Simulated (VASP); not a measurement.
# Al (Fm-3m) in VASP: further runs

The runs below take Al through single point, relaxation of cell and atoms, with r2SCAN.

All numbers are computed with VASP 6.6.1; they aren't measurements. Logs are shortened: lines on timing, memory, paths and dates and some standing lists are left out, and cuts for length are marked.

## (1) The cell of the first run

The structure is cubic, space group Fm-3m (No. 225). Conventional cell: a = 3.991 Å, b = 3.991 Å, c = 3.991 Å, α = 90.00°, β = 90.00°, γ = 90.00°. Al (site symmetry m-3m) has 12 Al at 2.82 Å within 3.7 Å.

## (2) Single point, r2SCAN

File POSCAR:

```
Al
1.0
    0.0000000000      1.9955211260      1.9955211260
    1.9955211260      0.0000000000      1.9955211260
    1.9955211260      1.9955211260      0.0000000000
Al
1
Direct
    0.0000000000      0.0000000000      0.0000000000
```

File INCAR.step1:

```
SYSTEM = Al
PREC = Accurate
ENCUT = 520
ISMEAR = 1
SIGMA = 0.1
LREAL = .False.
LASPH = .True.
NELM = 80
NBANDS = 8
GGA = PE
ALGO = Normal
EDIFF = 1E-4
LWAVE = .True.
LCHARG = .False.
```

File INCAR.step2:

```
SYSTEM = Al
PREC = Accurate
ENCUT = 520
EDIFF = 1E-6
ISMEAR = 1
SIGMA = 0.1
LREAL = .False.
LASPH = .True.
NELM = 80
ALGO = Normal
ISIF = 2
LWAVE = .False.
LCHARG = .False.
METAGGA = R2SCAN
LMIXTAU = .True.
NBANDS = 8
ISTART = 1
```

File KPOINTS:

```
regular mesh
0
Gamma
  35 35 35
  0 0 0
```

Potentials or basis: VASP PAW PBE potentials, release 64 (Al).

On the command line:

```console
> cat potpaw_PBE.64/Al/POTCAR > POTCAR
> cp INCAR.step1 INCAR
> mpirun -np 1 vasp_std > vasp.out
> cp INCAR.step2 INCAR
> mpirun -np 1 vasp_std > vasp.out
```

OUTCAR:

```text
SYSTEM = Al
   PREC = Accurate
   ENCUT = 520
   EDIFF = 1E-6
   ISMEAR = 1
   LREAL = .False.
   LASPH = .True.
   NELM = 80
   ISIF = 2
   METAGGA = R2SCAN
   ISTART = 1

 ion  position               nearest neighbor table
   1  0.000  0.000  0.000-

  LATTYP: Found a face centered cubic cell.
 ALAT       =     3.9910422520

  Lattice vectors:

 A1 = (   0.0000000000,   1.9955211260,   1.9955211260)
 A2 = (   1.9955211260,   0.0000000000,   1.9955211260)
 A3 = (   1.9955211260,   1.9955211260,   0.0000000000)

Analysis of symmetry for initial positions (statically):
=====================================================================
 Subroutine PRICEL returns:
 Original cell was already a primitive cell.

 Routine SETGRP: Setting up the symmetry group for a
 face centered cubic supercell.

 Subroutine GETGRP returns: Found 48 space group operations
 (whereof 48 operations were pure point group operations)
 out of a pool of 48 trial point group operations.

The static configuration has the point symmetry O_h .

Analysis of symmetry for dynamics (positions and initial velocities):
=====================================================================
 Subroutine PRICEL returns:
 Original cell was already a primitive cell.

 Routine SETGRP: Setting up the symmetry group for a
 face centered cubic supercell.

 Subroutine GETGRP returns: Found 48 space group operations
 (whereof 48 operations were pure point group operations)
 out of a pool of 48 trial point group operations.

The dynamic configuration has the point symmetry O_h .

 Subroutine INISYM returns: Found 48 space group operations
 (whereof 48 operations are pure point group operations),
 and found     1 'primitive' translations

----------------------------------------------------------------------------------------

                                     Primitive cell

  volume of cell :      15.8927

  direct lattice vectors                    reciprocal lattice vectors
     0.000000000  1.995521126  1.995521126    -0.250561116  0.250561116  0.250561116
     1.995521126  0.000000000  1.995521126     0.250561116 -0.250561116  0.250561116
     1.995521126  1.995521126  0.000000000     0.250561116  0.250561116 -0.250561116

  length of vectors
     2.822093040  2.822093040  2.822093040     0.433984583  0.433984583  0.433984583

  position of ions in fractional coordinates (direct lattice)
     0.000000000  0.000000000  0.000000000

  ion indices of the primitive-cell ions
   primitive index   ion index
[... 76 lines left out ...]
   NSW    =      0    number of steps for IOM
   IBRION =     -1    ionic relax: 0-MD 1-quasi-New 2-CG
   NFREE  =      0    steps in history (QN), initial steepest desc. (CG)
   ISIF   =      2    stress and relaxation
   ISYM   =      2    0-nonsym 1-usesym 2-fastsym
   POTIM  = 0.5000    time-step for ionic-motion
   TEBEG  =    0.0;   TEEND  =   0.0 temperature during run
   PSTRESS=    0.0 pullay stress
   NELECT =       3.0000    total number of electrons
   NUPDOWN=      -1.0000    fix difference up-down
   EMIN   =  10.00;   EMAX   =-10.00  energy-range for DOS
   EFERMI =   0.00;   METHOD = LEGACY
   ISMEAR =     1;   SIGMA  =   0.10  broadening in eV -4-tet -1-fermi 0-gaus
   EFERMI_NEDOS =   21; number of points for ismear=-14 and -15
   IALGO  =     38    algorithm
   IMIX   =      4    mixing-type and parameters
     AMIX     =   0.40;   BMIX     =  1.00
     AMIX_MAG =   1.60;   BMIX_MAG =  1.00
  volume/ion in A,a.u.               =      15.89       107.25
  Fermi-wavevector in a.u.,A,eV,Ry     =   0.939108  1.774657 11.999305  0.881924
  Thomas-Fermi vector in A             =   2.066387
   LORBIT       =      0    0 simple, 1 ext, 2 COOP (PROOUT), +10 PAW based schemes
   METAGGA = R2SCAN    functional components
   LHFCALC =     F    Hartree Fock is set to
   AEXX    =    0.0000 exact exchange contribution
   IVDW    =     0    specifies the selected vdW correction
   LEPSILON=     F    determine dielectric tensor
   LRPA    =     F    only Hartree local field effects (RPA)
 non-spin polarized calculation
 Methfessel and Paxton  Order N= 1 SIGMA  =   0.10
  energy-cutoff  :      520.00
  volume of cell :       15.89
 maximum number of plane-waves:       444
 NGX is ok and might be reduce to    24
   NGX = 11   NGY = 11   NGZ = 11

 number of electron       3.0000000 magnetization

 Free energy of the ion-electron system (eV)
  ---------------------------------------------------
  ext. energy  EPLUGINS =         0.00000000
  ---------------------------------------------------
  free energy    TOTEN  =        -6.73854837 eV

  energy without entropy =       -6.73851876  energy(sigma->0) =       -6.73853850

 E-fermi :   8.4349     XC(G=0): -11.0466

 val. band max:        8.4205484312   @ k =  -0.2286   0.3714   0.1429
 cond. band min:       8.4359243137   @ k =  -0.3143   0.4286   0.1143
 fundamental gap:      0.0153758824
 Fermi energy:         8.4348731249

 k-point     1 :       0.0000    0.0000    0.0000
  band No.  band energies     occupation
      1      -3.6942      2.00000
      2      21.9494      0.00000
      3      21.9494      0.00000
      4      21.9495      0.00000
      5      24.1579      0.00000
      6      24.1579      0.00000
      7      24.1579      0.00000
      8      26.0487      0.00000
[... 243 lines left out ...]
 k-point    24 :       0.1714    0.0286    0.0000
  band No.  band energies     occupation
      1      -2.8986      2.00000
      2      15.8354      0.00000
      3      20.2126      0.00000
      4      21.1390      0.00000
      5      24.6601      0.00000
      6      25.4838      0.00000
      7      26.2229      0.00000
      8      26.6858      0.00000

 [... further k-points ...]

------------------------ aborting loop because EDIFF is reached ----------------------------------------

  FORCE on cell =-STRESS in cart. coord.  units (eV):
  Direction    XX          YY          ZZ          XY          YZ          ZX
  --------------------------------------------------------------------------------------
  -------------------------------------------------------------------------------------
  Total       -0.0166855     -0.0166855     -0.0166855      0.0000000     -0.0000000     -0.0000000
  in kB       -1.6820969     -1.6820969     -1.6820969      0.0000000     -0.0000000     -0.0000000
  external PRESSURE =      -1.6820969 kB  Pullay stress =       0.0000000 kB

 VOLUME and BASIS-vectors are now :
 -----------------------------------------------------------------------------
  energy-cutoff  :      520.00
  volume of cell :       15.89
      direct lattice vectors                 reciprocal lattice vectors
     0.000000000  1.995521126  1.995521126    -0.250561116  0.250561116  0.250561116
     1.995521126  0.000000000  1.995521126     0.250561116 -0.250561116  0.250561116
     1.995521126  1.995521126  0.000000000     0.250561116  0.250561116 -0.250561116

 POSITION                                       TOTAL-FORCE (eV/Angst)
 -----------------------------------------------------------------------------------
      0.00000      0.00000      0.00000         0.000000      0.000000      0.000000
 -----------------------------------------------------------------------------------
    total drift:                                0.000000     -0.000000     -0.000000

  FREE ENERGIE OF THE ION-ELECTRON SYSTEM (eV)
  ---------------------------------------------------
  free  energy   TOTEN  =        -6.7385483691 eV

  energy  without entropy=       -6.7385187641  energy(sigma->0) =       -6.73853850
```

OUTCAR.step1:

```text
SYSTEM = Al
   PREC = Accurate
   ENCUT = 520
   ISMEAR = 1
   LREAL = .False.
   LASPH = .True.
   NELM = 80
[... 481 lines left out ...]
 -----------------------------------------------------------------------------------
      0.00000      0.00000      0.00000        -0.000000     -0.000000      0.000000
 -----------------------------------------------------------------------------------
    total drift:                                0.000000      0.000000     -0.000000

  FREE ENERGIE OF THE ION-ELECTRON SYSTEM (eV)
  ---------------------------------------------------
  free  energy   TOTEN  =        -3.7407885932 eV

  energy  without entropy=       -3.7408991575  energy(sigma->0) =       -3.74082545
```

OSZICAR.step1:

```text
N       E                     dE             d eps       ncg     rms          rms(c)
DAV:   1    -0.225509419287E+01   -0.22551E+01   -0.87067E+02 18312   0.205E+02
DAV:   2    -0.375651303668E+01   -0.15014E+01   -0.14577E+01 25240   0.193E+01
DAV:   3    -0.376397491772E+01   -0.74619E-02   -0.74610E-02 23640   0.153E+00
DAV:   4    -0.376399313925E+01   -0.18222E-04   -0.18221E-04 28544   0.657E-02
DAV:   5    -0.376399318899E+01   -0.49739E-07   -0.49715E-07 23720   0.189E-03    0.137E+00
DAV:   6    -0.375058080951E+01    0.13412E-01   -0.14731E-03 24792   0.184E-01    0.795E-01
DAV:   7    -0.374079260436E+01    0.97882E-02   -0.44665E-03 24064   0.299E-01    0.154E-01
DAV:   8    -0.374078859321E+01    0.40112E-05   -0.12569E-05 24064   0.253E-02
   1 F= -.37407886E+01 E0= -.37408254E+01  d E =0.110564E-03
```

Wall time 6.1 min (1 thread of AMD EPYC 9R45 (Zen 5), shared host); peak memory 0.21 GiB.

What came out:

```
Free energy            : -6.7385 eV
Pressure               : -0.2 GPa
Band gap on the k mesh : zero (an odd number of electrons rules out a gap without spin polarisation)
```

Caveat: the PAW data sets were made with another functional, which shifts forces and pressure a little.

## (3) Relaxation of cell and atoms, r2SCAN

This run uses another cell than the first one, of 16.61 Å³/atom.

File POSCAR:

```
Al
1.0
    0.0000000000      2.0250000000      2.0250000000
    2.0250000000      0.0000000000      2.0250000000
    2.0250000000      2.0250000000      0.0000000000
Al
1
Direct
    0.0000000000      0.0000000000      0.0000000000
```

File INCAR.step1:

```
ALGO = Normal
EDIFF = 1E-4
ENCUT = 600
GGA = PE
ISMEAR = 1
LASPH = True
LCHARG = False
LREAL = False
LWAVE = True
NELM = 100
PREC = Accurate
SIGMA = 0.1
```

File INCAR.step2:

```
ALGO = Normal
EDIFF = 1E-6
EDIFFG = -0.005
ENCUT = 600
IBRION = 2
ISIF = 3
ISMEAR = 1
ISTART = 1
LASPH = True
LCHARG = False
LMIXTAU = True
LREAL = False
LWAVE = False
METAGGA = R2SCAN
NELM = 100
NSW = 60
PREC = Accurate
SIGMA = 0.1
```

File KPOINTS:

```
k-points
0
Gamma
  23 23 23
```

Potentials or basis: VASP PAW PBE potentials, release 64 (Al).

On the command line:

```console
> cat potpaw_PBE.64/Al/POTCAR > POTCAR
> cp INCAR.step1 INCAR
> mpirun -np 1 vasp_std > vasp.out
> cp INCAR.step2 INCAR
> mpirun -np 1 vasp_std > vasp.out
```

It took 3 min on 1 thread of AMD EPYC 9R45 (Zen 5), shared host; peak memory 0.14 GiB.

The run converged. Its results:

* Free energy: -6.7376 eV
* Relaxed volume: 15.85 Å³/atom
* Relaxed cell: a = 2.819 Å, b = 2.819 Å, c = 2.819 Å, α = 60.00°, β = 60.00°, γ = 60.00°
* Space group after relaxing (to 0.1 Å): Fm-3m (No. 225)
* Energy gained by relaxing: 9.6 meV/atom
* Ionic steps: 3
* Pressure after relaxing: 0.0 GPa
* Band gap on the k mesh: zero (an odd number of electrons rules out a gap without spin polarisation)

The path:
```csv
step,energy change (eV),largest force (eV/Å),pressure (GPa),volume (Å³)
1,0.0000,0.0000,-3.86,16.61
2,-0.0090,0.0000,1.14,15.66
3,-0.0096,0.0000,0.03,15.85
```

Final structure:
```
Al
1.0
     0.00000    1.99369    1.99369
     1.99369    0.00000    1.99369
     1.99369    1.99369    0.00000
Al
1
Direct
  0.00000 0.00000 0.00000
```

Levels at points of the mesh, in eV from the Fermi level:
```
           k point  band 1  band 2  band 3  band 4  band 5
(0.00, 0.00, 0.00)  -12.16   13.52   13.52   13.52   15.75
```

Caveat: the PAW data sets were made with another functional, which shifts forces and pressure a little.
